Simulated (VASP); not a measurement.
# TePb: single point with B3LYP

TePb:

```
Pb Te
1.0
     4.02879    0.00000    0.00000
     0.00000    4.02879    0.00000
     0.00000    0.00000    4.02879
Pb Te
1 1
Cartesian
  0.0000 0.0000 0.0000
  2.0144 2.0144 2.0144
```

```yaml
Program: VASP 6.6.1
Task: single point
Functional: B3LYP
Potentials_or_basis: VASP PAW PBE potentials, release 64 (Pb_d, Te)
Cutoff: 520 eV
k_mesh: 4 × 4 × 4
Occupations: fermi-dirac, width 0.05 eV
Spin: no spin polarisation
```

```json
{
  "Pressure": "1.8 GPa",
  "Band gap on the k mesh": "zero (bands 10 and 11 overlap by 1.44 eV)"
}
```

Levels at points of the mesh, in eV from the Fermi level:
| k point | band 8 | band 9 | band 10 | band 11 | band 12 | band 13 |
| --- | --- | --- | --- | --- | --- | --- |
| (0.00, 0.00, 0.00) | -2.12 | -2.12 | -2.12 | 4.91 | 4.91 | 5.74 |
| (0.50, 0.00, 0.00) | -1.21 | -0.58 | -0.58 | 0.57 | 2.70 | 2.70 |
| (0.50, 0.50, 0.00) | -5.04 | -5.04 | 0.29 | 3.91 | 4.31 | 4.31 |
| (0.50, 0.50, 0.50) | -2.95 | -2.95 | -2.95 | -1.15 | -1.15 | -1.15 |

Run time: 22 min on 1 thread of AMD EPYC 7R13, on a shared host, peak memory 0.16 GiB.

Caveat: the k points lie up to 0.39 Å⁻¹ apart, too coarse for converged energies and pressures of a metal; the PAW data sets were made with another functional, which shifts forces and pressure a little; spin-orbit coupling is left out, which moves the levels of the heavy elements.
